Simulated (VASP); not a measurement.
# GaAs (F-43m) in VASP: notebook

The runs below take GaAs through vibrations by perturbation theory, with PBEsol.

Program: VASP 6.6.1. These are calculated values, not measurements. Logs are shortened: lines on timing, memory, paths and dates and some standing lists are left out, and cuts for length are marked.

## 1. The cell of the first run

Symmetry: F-43m, No. 216, cubic system. Conventional cell: a = 5.658 Å, b = 5.658 Å, c = 5.658 Å, α = 90.00°, β = 90.00°, γ = 90.00°. Within 3.2 Å of Ga (site symmetry -43m) lie 4 As at 2.45 Å. As (site symmetry -43m) has 4 Ga at 2.45 Å within 3.2 Å.

## 2. Vibrations by perturbation theory, PBEsol

Input file INCAR:

```
PREC = Accurate ; ENCUT = 520
EDIFF = 1E-8 ; ISMEAR = 0
SIGMA = 0.01 ; LREAL = False
LASPH = True ; NELM = 60
ALGO = Normal ; ISIF = 2
LWAVE = False ; LCHARG = False
GGA = PS ; NBANDS = 16
IBRION = 8 ; NSW = 1
LEPSILON = True
```

Input file KPOINTS:

```
Automatic mesh
0
Gamma
  8 8 8
```

Input file POSCAR:

```
GaAs
1.0
    0.0000000000      2.8292003482      2.8292003482
    2.8292003482      0.0000000000      2.8292003482
    2.8292003482      2.8292003482      0.0000000000
Ga As
1 1
Direct
    0.0000000000      0.0000000000      0.0000000000
    0.7500000000      0.7500000000      0.7500000000
```

Potentials or basis: VASP PAW PBE potentials, release 64 (Ga_d, As).

Command:

```bash
$ cat potpaw_PBE.64/Ga_d/POTCAR potpaw_PBE.64/As/POTCAR > POTCAR
$ mpirun -np 1 vasp_std > vasp.out
```

OUTCAR:

```text
PREC = Accurate
   ENCUT = 520
   EDIFF = 1E-8
   ISMEAR = 0
   LREAL = False
   LASPH = True
   NELM = 60
   ISIF = 2
   GGA = PS
   IBRION = 8
   NSW = 1
   LEPSILON = True

 ion  position               nearest neighbor table
   1  0.000  0.000  0.000-   2 2.45   2 2.45   2 2.45   2 2.45
   2  0.750  0.750  0.750-   1 2.45   1 2.45   1 2.45   1 2.45

  LATTYP: Found a face centered cubic cell.
 ALAT       =     5.6584006964

  Lattice vectors:

 A1 = (   0.0000000000,   2.8292003482,   2.8292003482)
 A2 = (   2.8292003482,   0.0000000000,   2.8292003482)
 A3 = (   2.8292003482,   2.8292003482,   0.0000000000)

Analysis of symmetry for initial positions (statically):
=====================================================================
 Subroutine PRICEL returns:
 Original cell was already a primitive cell.

 Routine SETGRP: Setting up the symmetry group for a
 face centered cubic supercell.

 Subroutine GETGRP returns: Found 24 space group operations
 (whereof 24 operations were pure point group operations)
 out of a pool of 48 trial point group operations.

The static configuration has the point symmetry T_d .

Analysis of symmetry for dynamics (positions and initial velocities):
=====================================================================
 Subroutine PRICEL returns:
 Original cell was already a primitive cell.

 Routine SETGRP: Setting up the symmetry group for a
 face centered cubic supercell.

 Subroutine GETGRP returns: Found 24 space group operations
 (whereof 24 operations were pure point group operations)
 out of a pool of 48 trial point group operations.

The dynamic configuration has the point symmetry T_d .

 Subroutine INISYM returns: Found 24 space group operations
 (whereof 24 operations are pure point group operations),
 and found     1 'primitive' translations

----------------------------------------------------------------------------------------

                                     Primitive cell

  volume of cell :      45.2920

  direct lattice vectors                    reciprocal lattice vectors
     0.000000000  2.829200348  2.829200348    -0.176728382  0.176728382  0.176728382
     2.829200348  0.000000000  2.829200348     0.176728382 -0.176728382  0.176728382
     2.829200348  2.829200348  0.000000000     0.176728382  0.176728382 -0.176728382

  length of vectors
     4.001093503  4.001093503  4.001093503     0.306102537  0.306102537  0.306102537

  position of ions in fractional coordinates (direct lattice)
     0.000000000  0.000000000  0.000000000
     0.750000000  0.750000000  0.750000000

  ion indices of the primitive-cell ions
   primitive index   ion index
                 1           1
                 2           2

----------------------------------------------------------------------------------------

 KPOINTS: Automatic mesh

Automatic generation of k-mesh.
 Grid dimensions read from file:
 generate k-points for:    8    8    8

 Generating k-lattice:

  Cartesian coordinates                     Fractional coordinates (reciprocal lattice)
    -0.022091048  0.022091048  0.022091048     0.125000000  0.000000000  0.000000000
     0.022091048 -0.022091048  0.022091048     0.000000000  0.125000000  0.000000000
     0.022091048  0.022091048 -0.022091048     0.000000000  0.000000000  0.125000000
[... 604 lines left out ...]
  ---------------------------------------------------
  free energy    TOTEN  =        -4.96420795 eV

  energy without entropy =       -4.96420795

------------------------ aborting loop because EDIFF is reached ----------------------------------------

--------------------------------------- Ionic step        2  -------------------------------------------

------------------------ aborting loop because EDIFF is reached ----------------------------------------

--------------------------------------- Ionic step        3  -------------------------------------------

------------------------ aborting loop because EDIFF is reached ----------------------------------------

 PIEZOELECTRIC TENSOR FIELD DIRECTION 3  (e Angst)
 -----------------------------------------------------------------------------
    -0.00114  3.03908  0.00000           (  0.00000  0.01565  0.00000)
     3.03908 -0.00114  0.00000           (  0.01565  0.00000  0.00000)
     0.00000  0.00000  0.00010           (  0.00000  0.00000 -0.00000)

 PIEZOELECTRIC TENSOR FIELD DIRECTION 3  (C/m^2)
 -----------------------------------------------------------------------------
    -0.00040  1.07506  0.00000
     1.07506 -0.00040  0.00000
     0.00000  0.00000  0.00004

--------------------------------------- Ionic step        4  -------------------------------------------

------------------------ aborting loop because EDIFF is reached ----------------------------------------

[... ionic steps 5 to 6 ...]

--------------------------------------- Ionic step        7  -------------------------------------------

 Free energy of the ion-electron system (eV)
  ---------------------------------------------------
  ---------------------------------------------------
  free energy    TOTEN  =        -0.04368100 eV

  energy without entropy =       -0.04368100

------------------------ aborting loop because EDIFF is reached ----------------------------------------

 INTERNAL STRAIN TENSOR  FOR ION    2  DIRECTION 1   (eV/Angst):
 -----------------------------------------------------------------------------
    -0.00759  0.00000  0.00000
     0.00000  0.00583  6.94407
     0.00000  6.94407  0.00583

 MACROSCOPIC STATIC DIELECTRIC TENSOR (including local field effects in DFT)
 ------------------------------------------------------
          39.285760    -0.000000     0.000000
           0.000000    39.285760     0.000000
           0.000000    -0.000000    39.285760
 ------------------------------------------------------

 PIEZOELECTRIC TENSOR (including local field effects)  for field in x, y, z        (e  Angst)
          XX          YY          ZZ          XY          YZ          ZX
  --------------------------------------------------------------------------------
  x    -0.00000     0.00000     0.00000     0.00000     3.04835     0.00000
  y     0.00000     0.00000    -0.00000     0.00000     0.00000     3.04835
  z    -0.00000     0.00000    -0.00000     3.04835     0.00000     0.00000

 PIEZOELECTRIC TENSOR (including local field effects)  for field in x, y, z        (C/m^2)
          XX          YY          ZZ          XY          YZ          ZX
  --------------------------------------------------------------------------------
  x    -0.00000     0.00000     0.00000     0.00000     1.07834     0.00000
  y     0.00000     0.00000    -0.00000     0.00000     0.00000     1.07834
  z    -0.00000     0.00000    -0.00000     1.07834     0.00000     0.00000

 BORN EFFECTIVE CHARGES (including local field effects) (in |e|, cummulative output)
 ---------------------------------------------------------------------------------
 ion    1
    1     2.31386    -0.00000     0.00000
    2    -0.00000     2.31386    -0.00000
    3     0.00000     0.00000     2.31386
 ion    2
    1    -2.31386     0.00000    -0.00000
    2     0.00000    -2.31386     0.00000
    3    -0.00000    -0.00000    -2.31386

 INTERNAL STRAIN TENSOR FOR ION    2 for displacements in x,y,z  (eV/Angst):
          X           Y           Z          XY          YZ          ZX
  --------------------------------------------------------------------------------
  x     0.00000     0.00000     0.00000     0.00000     6.94407     0.00000
  y    -0.00000     0.00000    -0.00000     0.00000     0.00000     6.94407
  z     0.00000     0.00000     0.00000     6.94407     0.00000     0.00000

 SECOND DERIVATIVES (NOT SYMMETRIZED)
 ------------------------------------
               1X          1Y          1Z          2X          2Y          2Z
  1X    -9.174466    0.000000    0.000000    9.174466    0.000000    0.000000
  1Y     0.000000   -9.174466    0.000000    0.000000    9.174466    0.000000
  1Z     0.000000    0.000000   -9.174466    0.000000    0.000000    9.174466
  2X     9.231711    0.000000    0.000000   -9.231711    0.000000    0.000000
  2Y     0.000000    9.231711    0.000000    0.000000   -9.231711    0.000000
  2Z     0.000000    0.000000    9.231711    0.000000    0.000000   -9.231711

 Eigenvectors and eigenvalues of the dynamical matrix
 ----------------------------------------------------

   1 f  =    7.891377 THz    49.582983 2PiTHz  263.227998 cm-1    32.636098 meV
             X         Y         Z           dx          dy          dz
      0.000000  0.000000  0.000000    -0.718622    0.000000    0.000000
      4.243801  4.243801  4.243801     0.695400    0.000000    0.000000
[... 21 lines left out ...]
   6 f/i=    0.012265 THz     0.077062 2PiTHz    0.409112 cm-1     0.050723 meV
             X         Y         Z           dx          dy          dz
      0.000000  0.000000  0.000000    -0.695400    0.000000    0.000000
      4.243801  4.243801  4.243801    -0.718622    0.000000    0.000000

--------------------------------------------------------------------------------------------------------

 MACROSCOPIC STATIC DIELECTRIC TENSOR IONIC CONTRIBUTION
 ------------------------------------------------------
           2.324247    -0.000000     0.000000
          -0.000000     2.324247     0.000000
           0.000000     0.000000     2.324247
 ------------------------------------------------------

 ELASTIC MODULI CONTR FROM IONIC RELAXATION (kBar)
 Direction    XX          YY          ZZ          XY          YZ          ZX
 --------------------------------------------------------------------------------
 XX          -0.0000      0.0000     -0.0000      0.0000     -0.0000      0.0000
 YY          -0.0000     -0.0000     -0.0000      0.0000     -0.0000     -0.0000
 ZZ          -0.0000     -0.0000     -0.0000     -0.0000     -0.0000      0.0000
 XY           0.0000      0.0000     -0.0000   -183.4333      0.0000      0.0000
 YZ          -0.0000     -0.0000     -0.0000      0.0000   -183.4333      0.0000
 ZX           0.0000     -0.0000      0.0000      0.0000      0.0000   -183.4333
 --------------------------------------------------------------------------------

 PIEZOELECTRIC TENSOR IONIC CONTR  for field in x, y, z        (C/m^2)
          XX          YY          ZZ          XY          YZ          ZX
  --------------------------------------------------------------------------------
  x    -0.00000    -0.00000    -0.00000    -0.00000    -0.61440     0.00000
  y     0.00000    -0.00000     0.00000     0.00000     0.00000    -0.61440
  z     0.00000    -0.00000    -0.00000    -0.61440    -0.00000    -0.00000
```

Wall time 9.2 min (1 thread of Intel Xeon Platinum 8375C at 2.90GHz (Ice Lake), shared host); peak memory 0.32 GiB.

What came out:

```yaml
Electronic_dielectric_tensor_diagonal: 39.29
Born_charges_mean_of_the_diagonal: Ga +2.31; As -2.31 e
Highest_phonon_frequency_at_Γ_LO-TO_splitting_left_out: 263 cm⁻¹
```

Phonon frequencies in cm⁻¹ (negative: imaginary):
| q point | frequencies |
| --- | --- |
| (0.000, 0.000, 0.000) | 0 0 0 263 263 263 |

Electronic dielectric tensor:
```
39.29  0.00  0.00
 0.00 39.29  0.00
 0.00  0.00 39.29
```

Born effective charge tensors (e):
atom 1, Ga
```
2.31 0.00 0.00
0.00 2.31 0.00
0.00 0.00 2.31
```
atom 2, As
```
-2.31  0.00  0.00
 0.00 -2.31  0.00
 0.00  0.00 -2.31
```

## 3. Vibrations by perturbation theory, PBEsol (volume scaled by 1.015)

Input file INCAR:

```
ALGO = Normal ; EDIFF = 1E-8
ENCUT = 520 ; GGA = PS
IBRION = 8 ; ISIF = 2
ISMEAR = 0 ; LASPH = True
LCHARG = False ; LREAL = False
LWAVE = False ; NBANDS = 16
NELM = 60 ; NSW = 1
PREC = Accurate ; SIGMA = 0.01
```

Input file KPOINTS:

```
k-points
0
Gamma
  8 8 8
```

Input file POSCAR:

```
GaAs
1.0
    0.0000000000      2.8432762035      2.8432762035
    2.8432762035      0.0000000000      2.8432762035
    2.8432762035      2.8432762035      0.0000000000
Ga As
1 1
Direct
    0.0000000000      0.0000000000      0.0000000000
    0.7500000000      0.7500000000      0.7500000000
```

Potentials or basis: VASP PAW PBE potentials, release 64 (Ga_d, As).

Command:

```bash
$ cat potpaw_PBE.64/Ga_d/POTCAR potpaw_PBE.64/As/POTCAR > POTCAR
$ mpirun -np 1 vasp_std > vasp.out
```

OUTCAR:

```text
EDIFF = 1E-8
   ENCUT = 520
   GGA = PS
   IBRION = 8
   ISIF = 2
   ISMEAR = 0
   LASPH = True
   LREAL = False
   NELM = 60
   NSW = 1
   PREC = Accurate

 ion  position               nearest neighbor table
   1  0.000  0.000  0.000-   2 2.46   2 2.46   2 2.46   2 2.46
   2  0.750  0.750  0.750-   1 2.46   1 2.46   1 2.46   1 2.46

  LATTYP: Found a face centered cubic cell.
 ALAT       =     5.6865524070

  Lattice vectors:

 A1 = (   0.0000000000,   2.8432762035,   2.8432762035)
[... 711 lines left out ...]
               1X          1Y          1Z          2X          2Y          2Z
  1X    -8.849842    0.000000    0.000000    8.849842    0.000000    0.000000
  1Y     0.000000   -8.849842    0.000000    0.000000    8.849842    0.000000
  1Z     0.000000    0.000000   -8.849842    0.000000    0.000000    8.849842
  2X     8.900520    0.000000    0.000000   -8.900520    0.000000    0.000000
  2Y     0.000000    8.900520    0.000000    0.000000   -8.900520    0.000000
  2Z     0.000000    0.000000    8.900520    0.000000    0.000000   -8.900520

 Eigenvectors and eigenvalues of the dynamical matrix
 ----------------------------------------------------

   1 f  =    7.749550 THz    48.691859 2PiTHz  258.497165 cm-1    32.049549 meV
             X         Y         Z           dx          dy          dz
      0.000000  0.000000  0.000000     0.000000    0.718711    0.000000
      4.264914  4.264914  4.264914     0.000000   -0.695309    0.000000
[... 21 lines left out ...]
   6 f/i=    0.011057 THz     0.069470 2PiTHz    0.368807 cm-1     0.045726 meV
             X         Y         Z           dx          dy          dz
      0.000000  0.000000  0.000000     0.000000    0.000000   -0.695309
      4.264914  4.264914  4.264914     0.000000    0.000000   -0.718711

--------------------------------------------------------------------------------------------------------

 ELASTIC MODULI CONTR FROM IONIC RELAXATION (kBar)
 Direction    XX          YY          ZZ          XY          YZ          ZX
 --------------------------------------------------------------------------------
 XX          -0.0000      0.0000      0.0000      0.0000     -0.0000      0.0000
 YY           0.0000     -0.0000      0.0000      0.0000      0.0000      0.0000
 ZZ           0.0000      0.0000     -0.0000     -0.0000      0.0000      0.0000
 XY           0.0000      0.0000     -0.0000   -159.3274      0.0000      0.0000
 YZ          -0.0000      0.0000      0.0000      0.0000   -159.3274      0.0000
 ZX           0.0000      0.0000      0.0000      0.0000      0.0000   -159.3274
 --------------------------------------------------------------------------------
```

OSZICAR:

```text
N       E                     dE             d eps       ncg     rms          rms(c)
DAV:   1     0.797992300428E+02    0.79799E+02   -0.89115E+03   976   0.150E+03
DAV:   2    -0.311263595295E+01   -0.82912E+02   -0.79458E+02  1040   0.301E+02
DAV:   3    -0.919492818435E+01   -0.60823E+01   -0.60648E+01  1144   0.645E+01
DAV:   4    -0.928006587820E+01   -0.85138E-01   -0.85130E-01  1104   0.840E+00
[... 42 lines left out ...]
RMM:   7    -0.436774867086E-01    0.78424E-06    0.12746E-07  6245   0.158E-03    0.212E-04
RMM:   8    -0.436770576017E-01    0.42911E-06   -0.25895E-08  6056   0.643E-04    0.425E-05
RMM:   9    -0.436770064491E-01    0.51153E-07   -0.52306E-08  6139   0.235E-04    0.106E-05
RMM:  10    -0.436769139498E-01    0.92499E-07   -0.50600E-09  6202   0.924E-05    0.420E-06
RMM:  11    -0.436769119180E-01    0.20318E-08    0.28467E-10  6200   0.337E-05    0.149E-06
 Linear response finished
```

Wall time 3.9 min (1 thread of Intel Xeon Platinum 8375C at 2.90GHz (Ice Lake), shared host); peak memory 0.31 GiB.

What came out:

* Highest phonon frequency at Γ, LO-TO splitting left out: 258 cm⁻¹

Phonon frequencies in cm⁻¹ (negative: imaginary):
| q point | frequencies |
| --- | --- |
| (0.000, 0.000, 0.000) | 0 0 0 258 258 258 |
